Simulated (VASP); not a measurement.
# TiO2 (P4_2/mnm) in VASP: a series of runs

The runs below take TiO2 through relaxation of the atoms, with PBE.

Program: VASP 6.6.1. These are calculated values, not measurements. Logs are shortened: lines on timing, memory, paths and dates and some standing lists are left out, and cuts for length are marked.

## (1) The cell of the first run

Symmetry: P4_2/mnm, No. 136, tetragonal system. Conventional cell: a = 4.594 Å, b = 4.594 Å, c = 3.048 Å, α = 90.00°, β = 90.00°, γ = 90.00°. Ti (site symmetry mmm) has 6 O at 1.98 Å within 2.6 Å. O (site symmetry m2m) has 3 Ti at 1.98 Å and 1 O at 2.54 Å within 2.6 Å.

## (2) Relaxation of the atoms, PBE (z stretched by +3 %)

INCAR reads:

```
SYSTEM = TiO2
PREC = Accurate
ENCUT = 520
EDIFF = 1E-6
ISMEAR = -1
SIGMA = 0.02
LREAL = .FALSE.
LASPH = .TRUE.
NELM = 60
ALGO = Normal
ISIF = 2
LWAVE = .FALSE.
LCHARG = .FALSE.
GGA = PE
IBRION = 2
NSW = 80
EDIFFG = -0.02
```

KPOINTS reads:

```
regular mesh
0
G
  7 7 10
  0 0 0
```

POSCAR reads:

```
TiO2
1.0
    4.5940000000      0.0000000000      0.0000000000
    0.0000000000      4.5940000000      0.0000000000
    0.0000000000      0.0000000000      3.0477700000
Ti O
2 4
Direct
    0.0000000000      0.0000000000      0.0000000000
    0.5000000000      0.5000000000      0.5000000000
    0.3042802931      0.3042802931      0.0000000000
    0.1957197069      0.8042802931      0.5000000000
    0.6957197069      0.6957197069      0.0000000000
    0.8042802931      0.1957197069      0.5000000000
```

Potentials or basis: VASP PAW PBE potentials, release 64 (Ti_sv, O).

The run is started by

```bash
$ cat potpaw_PBE.64/Ti_sv/POTCAR potpaw_PBE.64/O/POTCAR > POTCAR
$ mpirun -np 1 vasp_std > vasp.out
```

OUTCAR:

```text
SYSTEM = TiO2
   PREC = Accurate
   ENCUT = 520
   EDIFF = 1E-6
   ISMEAR = -1
   LREAL = .FALSE.
   LASPH = .TRUE.
   NELM = 60
   ISIF = 2
   GGA = PE
   IBRION = 2
   NSW = 80
   EDIFFG = -0.02

 ion  position               nearest neighbor table
   1  0.000  0.000  0.000-   3 1.98   5 1.98   4 1.98   6 1.98   4 1.98   6 1.98
   2  0.500  0.500  0.500-   4 1.98   6 1.98   5 1.98   3 1.98   3 1.98   5 1.98
   3  0.304  0.304  0.000-   1 1.98   2 1.98   2 1.98
   4  0.196  0.804  0.500-   2 1.98   1 1.98   1 1.98
   5  0.696  0.696  0.000-   1 1.98   2 1.98   2 1.98
   6  0.804  0.196  0.500-   2 1.98   1 1.98   1 1.98

  LATTYP: Found a simple tetragonal cell.
 ALAT       =     4.5940000000
 C/A-ratio  =     0.6634240313

  Lattice vectors:

 A1 = (   4.5940000000,   0.0000000000,   0.0000000000)
 A2 = (   0.0000000000,   4.5940000000,   0.0000000000)
 A3 = (   0.0000000000,   0.0000000000,   3.0477700000)

Analysis of symmetry for initial positions (statically):
=====================================================================
 Subroutine PRICEL returns:
 Original cell was already a primitive cell.

 Routine SETGRP: Setting up the symmetry group for a
 simple tetragonal supercell.

 Subroutine GETGRP returns: Found 16 space group operations
 (whereof  8 operations were pure point group operations)
 out of a pool of 16 trial point group operations.

The static configuration has the point symmetry D_2h.
 The point group associated with its full space group is D_4h.

Analysis of symmetry for dynamics (positions and initial velocities):
=====================================================================
 Subroutine PRICEL returns:
 Original cell was already a primitive cell.

 Routine SETGRP: Setting up the symmetry group for a
 simple tetragonal supercell.

 Subroutine GETGRP returns: Found 16 space group operations
 (whereof  8 operations were pure point group operations)
 out of a pool of 16 trial point group operations.

The dynamic configuration has the point symmetry D_2h.
 The point group associated with its full space group is D_4h.

 Subroutine INISYM returns: Found 16 space group operations
 (whereof  8 operations are pure point group operations),
 and found     1 'primitive' translations

----------------------------------------------------------------------------------------

                                     Primitive cell

  volume of cell :      64.3227

  direct lattice vectors                    reciprocal lattice vectors
     4.594000000  0.000000000  0.000000000     0.217675229  0.000000000  0.000000000
     0.000000000  4.594000000  0.000000000     0.000000000  0.217675229  0.000000000
     0.000000000  0.000000000  3.047770000     0.000000000  0.000000000  0.328108748

  length of vectors
     4.594000000  4.594000000  3.047770000     0.217675229  0.217675229  0.328108748

  position of ions in fractional coordinates (direct lattice)
     0.000000000  0.000000000  0.000000000
     0.500000000  0.500000000  0.500000000
     0.304280293  0.304280293  0.000000000
     0.195719707  0.804280293  0.500000000
     0.695719707  0.695719707  0.000000000
     0.804280293  0.195719707  0.500000000

  ion indices of the primitive-cell ions
   primitive index   ion index
                 1           1
                 2           2
                 3           3
                 4           4
                 5           5
                 6           6

----------------------------------------------------------------------------------------

[... 78 lines left out ...]
   TEBEG  =    0.0;   TEEND  =   0.0 temperature during run
   PSTRESS=    0.0 pullay stress
   NELECT =      48.0000    total number of electrons
   NUPDOWN=      -1.0000    fix difference up-down
   EMIN   =  10.00;   EMAX   =-10.00  energy-range for DOS
   EFERMI =   0.00;   METHOD = LEGACY
   ISMEAR =    -1;   SIGMA  =   0.02  broadening in eV -4-tet -1-fermi 0-gaus
   EFERMI_NEDOS =   21; number of points for ismear=-14 and -15
   IALGO  =     38    algorithm
   IMIX   =      4    mixing-type and parameters
     AMIX     =   0.40;   BMIX     =  1.00
     AMIX_MAG =   1.60;   BMIX_MAG =  1.00
  volume/ion in A,a.u.               =      10.72        72.35
  Fermi-wavevector in a.u.,A,eV,Ry     =   1.484911  2.806076 30.000324  2.204962
  Thomas-Fermi vector in A             =   2.598389
   LORBIT       =      0    0 simple, 1 ext, 2 COOP (PROOUT), +10 PAW based schemes
   GGA     = PE    functional components
   LHFCALC =     F    Hartree Fock is set to
   AEXX    =    0.0000 exact exchange contribution
   IVDW    =     0    specifies the selected vdW correction
   LEPSILON=     F    determine dielectric tensor
   LRPA    =     F    only Hartree local field effects (RPA)
 conjugate gradient relaxation of ions
 non-spin polarized calculation
  energy-cutoff  :      520.00
  volume of cell :       64.32
 maximum number of plane-waves:      1747
 NGX is ok and might be reduce to    36
   NGX = 17   NGY = 17   NGZ = 11

--------------------------------------- Ionic step        1  -------------------------------------------

 number of electron      48.0000041 magnetization

 Free energy of the ion-electron system (eV)
  ---------------------------------------------------
  ext. energy  EPLUGINS =         0.00000000
  ---------------------------------------------------
  free energy    TOTEN  =       -53.62553434 eV

  energy without entropy =      -53.62553434  energy(sigma->0) =      -53.62553434

------------------------ aborting loop because EDIFF is reached ----------------------------------------

  FORCE on cell =-STRESS in cart. coord.  units (eV):
  Direction    XX          YY          ZZ          XY          YZ          ZX
  --------------------------------------------------------------------------------------
  -------------------------------------------------------------------------------------
  Total        0.2907520      0.2907520     -3.4676085      0.0000000      0.0000000      0.0000000
  in kB        7.2421760      7.2421760    -86.3726948      0.0000000      0.0000000      0.0000000
  external PRESSURE =     -23.9627809 kB  Pullay stress =       0.0000000 kB

 VOLUME and BASIS-vectors are now :
 -----------------------------------------------------------------------------
  energy-cutoff  :      520.00
  volume of cell :       64.32
      direct lattice vectors                 reciprocal lattice vectors
     4.594000000  0.000000000  0.000000000     0.217675229  0.000000000  0.000000000
     0.000000000  4.594000000  0.000000000     0.000000000  0.217675229  0.000000000
     0.000000000  0.000000000  3.047770000     0.000000000  0.000000000  0.328108748

 POSITION                                       TOTAL-FORCE (eV/Angst)
 -----------------------------------------------------------------------------------
      0.00000      0.00000      0.00000         0.000000     -0.000000      0.000000
      2.29700      2.29700      1.52388         0.000000     -0.000000      0.000000
      1.39786      1.39786      0.00000         0.067942      0.067942     -0.000000
      0.89914      3.69486      1.52388        -0.067942      0.067942     -0.000000
      3.19614      3.19614      0.00000        -0.067942     -0.067942      0.000000
      3.69486      0.89914      1.52388         0.067942     -0.067942      0.000000
 -----------------------------------------------------------------------------------
    total drift:                                0.000000      0.000000     -0.000000

  FREE ENERGIE OF THE ION-ELECTRON SYSTEM (eV)
  ---------------------------------------------------
  free  energy   TOTEN  =       -53.6255343435 eV

  energy  without entropy=      -53.6255343435  energy(sigma->0) =      -53.62553434

--------------------------------------- Ionic step        2  -------------------------------------------

 number of electron      48.0000043 magnetization

 Free energy of the ion-electron system (eV)
  ---------------------------------------------------
  ext. energy  EPLUGINS =         0.00000000
  ---------------------------------------------------
  free energy    TOTEN  =       -53.62653111 eV

  energy without entropy =      -53.62653111  energy(sigma->0) =      -53.62653111

 E-fermi :   5.1590     XC(G=0): -11.2645

 val. band max:        4.6308789986   @ k =   0.0000   0.0000   0.0000
 cond. band min:       6.3832301372   @ k =   0.0000   0.0000   0.0000
 fundamental gap:      1.7523511386
 Fermi energy:         5.1590227084

 k-point     1 :       0.0000    0.0000    0.0000
  band No.  band energies     occupation
      1     -52.4868      2.00000
      2     -52.4714      2.00000
      3     -28.7659      2.00000
      4     -28.7659      2.00000
      5     -28.6173      2.00000
      6     -28.6173      2.00000
[... 733 lines left out ...]
     27       7.4260      0.00000
     28       7.4882      0.00000

 [... further k-points ...]

------------------------ aborting loop because EDIFF is reached ----------------------------------------

  FORCE on cell =-STRESS in cart. coord.  units (eV):
  Direction    XX          YY          ZZ          XY          YZ          ZX
  --------------------------------------------------------------------------------------
  -------------------------------------------------------------------------------------
  Total        0.3507430      0.3507430     -3.4171869      0.0000000      0.0000000      0.0000000
  in kB        8.7364584      8.7364584    -85.1167709      0.0000000      0.0000000      0.0000000
  external PRESSURE =     -22.5479514 kB  Pullay stress =       0.0000000 kB

 VOLUME and BASIS-vectors are now :
 -----------------------------------------------------------------------------
  energy-cutoff  :      520.00
  volume of cell :       64.32
      direct lattice vectors                 reciprocal lattice vectors
     4.594000000  0.000000000  0.000000000     0.217675229  0.000000000  0.000000000
     0.000000000  4.594000000  0.000000000     0.000000000  0.217675229  0.000000000
     0.000000000  0.000000000  3.047770000     0.000000000  0.000000000  0.328108748

 POSITION                                       TOTAL-FORCE (eV/Angst)
 -----------------------------------------------------------------------------------
      0.00000      4.59400      0.00000         0.000000      0.000000     -0.000000
      2.29700      2.29700      1.52388         0.000000      0.000000     -0.000000
      1.40114      1.40114      3.04777         0.007811      0.007811      0.000000
      0.89586      3.69814      1.52388        -0.007811      0.007811     -0.000000
      3.19286      3.19286      0.00000        -0.007811     -0.007811     -0.000000
      3.69814      0.89586      1.52388         0.007811     -0.007811     -0.000000
 -----------------------------------------------------------------------------------
    total drift:                                0.000000     -0.000000      0.000000

  FREE ENERGIE OF THE ION-ELECTRON SYSTEM (eV)
  ---------------------------------------------------
  free  energy   TOTEN  =       -53.6265311073 eV

  energy  without entropy=      -53.6265311073  energy(sigma->0) =      -53.62653111

 reached required accuracy - stopping structural energy minimisation
```

Run time: 83 s. Hardware: 1 thread of Intel Xeon Platinum 8488C (Sapphire Rapids), shared host; peak memory 0.23 GiB.

What came out:

```yaml
Free_energy: -53.6265 eV
Energy_gained_by_relaxing: 0.2 meV/atom
Ionic_steps: 2
Pressure_after_relaxing: -2.3 GPa
Largest_force_after_relaxing: 0.011 eV/Å
Band_gap_on_the_k_mesh: 1.75 eV
```

Forces in eV/Å, atoms in the order of the input:
```
Ti   0.000  0.000  0.000
Ti   0.000  0.000  0.000
O    0.008  0.008  0.000
O   -0.008  0.008  0.000
O   -0.008 -0.008  0.000
O    0.008 -0.008  0.000
```

Step by step:
| step | energy change (eV) | largest force (eV/Å) | pressure (GPa) |
| --- | --- | --- | --- |
| 1 | 0.0000 | 0.0961 | -2.40 |
| 2 | -0.0010 | 0.0110 | -2.25 |

Final structure:
```
Ti O
1.0
     4.59400    0.00000    0.00000
     0.00000    4.59400    0.00000
     0.00000    0.00000    3.04777
Ti O
2 4
Direct
  0.00000 0.00000 0.00000
  0.50000 0.50000 0.50000
  0.30499 0.30499 0.00000
  0.19501 0.80499 0.50000
  0.69501 0.69501 0.00000
  0.80499 0.19501 0.50000
```

Levels at points of the mesh, in eV from the valence-band top:
```csv
k point,band 21,band 22,band 23,band 24,band 25,band 26,band 27,band 28
"(0.00, 0.00, 0.00)",-0.82,-0.45,-0.45,0.00,1.75,2.08,2.16,2.26
"(0.00, 0.00, 0.50)",-2.39,-2.39,-1.40,-1.40,2.75,2.75,2.82,2.82
```

Caveat: the cell differs from its parent crystal (z stretched by +3 %). A k mesh can miss the band edges.

## (3) Relaxation of the atoms, PBE (10.20 Å³/atom)

This run uses another cell than the first one, of 10.20 Å³/atom.

INCAR reads:

```
SYSTEM = TiO2
PREC = Accurate ; ENCUT = 520
EDIFF = 1E-6 ; ISMEAR = -1
SIGMA = 0.02 ; LREAL = .FALSE.
LASPH = .TRUE. ; NELM = 100
ALGO = Normal ; ISIF = 2
LWAVE = .FALSE. ; LCHARG = .FALSE.
GGA = PE ; IBRION = 2
NSW = 80 ; EDIFFG = -0.02
```

KPOINTS is that of step 2.

Changes to POSCAR since step 2:

```diff
@@ -2,5 +2,5 @@
 1.0
-    4.5940000000      0.0000000000      0.0000000000
-    0.0000000000      4.5940000000      0.0000000000
-    0.0000000000      0.0000000000      3.0477700000
+    4.5631668562      0.0000000000      0.0000000000
+    0.0000000000      4.5631668562      0.0000000000
+    0.0000000000      0.0000000000      2.9391403412
 Ti O
```

Potentials or basis: VASP PAW PBE potentials, release 64 (Ti_sv, O).

The run is started by

```bash
$ cat potpaw_PBE.64/Ti_sv/POTCAR potpaw_PBE.64/O/POTCAR > POTCAR
$ mpirun -np 1 vasp_std > vasp.out
```

It took 2.7 min on 1 thread of Oxide Virtual Turin-like, shared host; peak memory 0.19 GiB.

Results (log left out):

```
Free energy                  : -53.5827 eV
Energy gained by relaxing    : 0.2 meV/atom
Ionic steps                  : 2
Pressure after relaxing      : 10.5 GPa
Largest force after relaxing : 0.009 eV/Å
Band gap on the k mesh       : 1.85 eV
```

Forces on the atoms (eV/Å):
```
Ti   0.000  0.000  0.000
Ti   0.000  0.000  0.000
O    0.007  0.007  0.000
O   -0.007  0.007  0.000
O   -0.007 -0.007  0.000
O    0.007 -0.007  0.000
```

Stress tensor (GPa, compression positive):
```
10.38  0.00  0.00
 0.00 10.38  0.00
 0.00  0.00 10.74
```

The path:
```
step  energy change (eV)  largest force (eV/Å)  pressure (GPa)
   1              0.0000                0.1237           10.79
   2             -0.0014                0.0094           10.50
```

Final structure:
```
Ti O
1.0
     4.56317    0.00000    0.00000
     0.00000    4.56317    0.00000
     0.00000    0.00000    2.93914
Ti O
2 4
Direct
  0.00000 0.00000 0.00000
  0.50000 0.50000 0.50000
  0.30336 0.30336 0.00000
  0.19664 0.80336 0.50000
  0.69664 0.69664 0.00000
  0.80336 0.19664 0.50000
```

Levels at points of the mesh, in eV from the valence-band top:
```tsv
k point	band 21	band 22	band 23	band 24	band 25	band 26	band 27	band 28
(0.00, 0.00, 0.00)	-0.73	-0.48	-0.48	0.00	1.85	2.13	2.40	2.52
(0.00, 0.00, 0.50)	-2.49	-2.49	-1.45	-1.45	3.03	3.03	3.23	3.23
```

A k mesh can miss the band edges.

## (4) Relaxation of the atoms, PBE (z stretched by +1 %)

INCAR reads:

```
SYSTEM = TiO2
PREC = Accurate
ENCUT = 520
EDIFF = 1E-6
ISMEAR = -1
SIGMA = 0.02
LREAL = .FALSE.
LASPH = .TRUE.
NELM = 60
ALGO = Normal
ISIF = 2
LWAVE = .FALSE.
LCHARG = .FALSE.
GGA = PE
IBRION = 2
NSW = 80
EDIFFG = -0.02
```

KPOINTS is that of step 3.

Changes to POSCAR since step 3:

```diff
@@ -2,5 +2,5 @@
 1.0
-    4.5631668562      0.0000000000      0.0000000000
-    0.0000000000      4.5631668562      0.0000000000
-    0.0000000000      0.0000000000      2.9391403412
+    4.5940000000      0.0000000000      0.0000000000
+    0.0000000000      4.5940000000      0.0000000000
+    0.0000000000      0.0000000000      2.9885900000
 Ti O
```

The run is started by

```bash
$ cat potpaw_PBE.64/Ti_sv/POTCAR potpaw_PBE.64/O/POTCAR > POTCAR
$ mpirun -np 1 vasp_std > vasp.out
```

Wall time 2 min (1 thread of Oxide Virtual Turin-like, shared host); peak memory 0.2 GiB.

It converged, with:

- Free energy: -53.6577 eV
- Energy gained by relaxing: 0.0 meV/atom
- Ionic steps: 2
- Pressure after relaxing: 2.8 GPa
- Band gap on the k mesh: 1.81 eV

Stress tensor (GPa, compression positive):
```
4.03 0.00 0.00
0.00 4.03 0.00
0.00 0.00 0.20
```

Final structure:
```
Ti O
1.0
     4.59400    0.00000    0.00000
     0.00000    4.59400    0.00000
     0.00000    0.00000    2.98859
Ti O
2 4
Direct
  0.00000 0.00000 0.00000
  0.50000 0.50000 0.50000
  0.30447 0.30447 0.00000
  0.19553 0.80447 0.50000
  0.69553 0.69553 0.00000
  0.80447 0.19553 0.50000
```

Levels at points of the mesh, in eV from the valence-band top:
| k point | band 21 | band 22 | band 23 | band 24 | band 25 | band 26 | band 27 | band 28 |
| --- | --- | --- | --- | --- | --- | --- | --- | --- |
| (0.00, 0.00, 0.00) | -0.75 | -0.46 | -0.46 | 0.00 | 1.81 | 2.11 | 2.29 | 2.39 |
| (0.00, 0.00, 0.50) | -2.39 | -2.39 | -1.42 | -1.42 | 2.90 | 2.90 | 3.00 | 3.00 |

Caveat: the cell differs from its parent crystal (z stretched by +1 %). A k mesh can miss the band edges.

(Continued in part 2 of 2.)
